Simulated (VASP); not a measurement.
**Re: single point with PBE**

The system is Re.

```
Re
1.0
     2.76080    0.00000    0.00000
    -1.38040    2.39092    0.00000
     0.00000    0.00000    4.45820
Re
2
Cartesian
  0.0000 1.5939 1.1145
  1.3804 0.7970 3.3436
```

```yaml
Program: VASP 6.6.1
Task: single point
Functional: PBE
Potentials_or_basis: VASP PAW PBE potentials, release 64 (Re)
Cutoff: 520 eV
k_mesh: 18 × 18 × 10
Occupations: gaussian, width 0.1 eV
Spin: no spin polarisation
Dipole_correction: no
Further_INCAR_settings: ALGO = Fast; EDIFF = 1e-06; NBANDS = 14
```

```
Pressure               : 5.6 GPa
Band gap on the k mesh : zero (bands 7 and 8 overlap by 3.17 eV)
```

Stress tensor (GPa, compression positive):
```
5.54 0.00 0.00
0.00 5.54 0.00
0.00 0.00 5.75
```

Levels at points of the mesh, in eV from the Fermi level:
| k point | band 3 | band 4 | band 5 | band 6 | band 7 | band 8 | band 9 | band 10 | band 11 | band 12 |
| --- | --- | --- | --- | --- | --- | --- | --- | --- | --- | --- |
| (0.00, 0.00, 0.00) | -1.56 | -1.56 | -1.56 | -0.73 | -0.73 | 0.20 | 0.20 | 0.63 | 3.38 | 3.38 |
| (0.50, 0.00, 0.00) | -5.23 | -1.92 | -1.72 | -1.36 | -0.58 | 3.98 | 4.38 | 4.51 | 6.07 | 7.09 |
| (0.00, 0.00, 0.50) | -2.37 | -2.37 | -1.69 | -1.69 | -1.69 | -1.69 | 2.56 | 2.56 | 2.56 | 2.56 |
| (0.50, 0.00, 0.50) | -4.07 | -4.07 | 0.41 | 0.41 | 0.94 | 0.94 | 4.29 | 4.29 | 4.79 | 4.79 |

It took 3.2 min on 1 thread of Intel Xeon 8259CL (shared host), peak memory 0.21 GiB.

Caveat: the cell stands under pressure; spin-orbit coupling is left out, which moves the levels of the heavy elements.
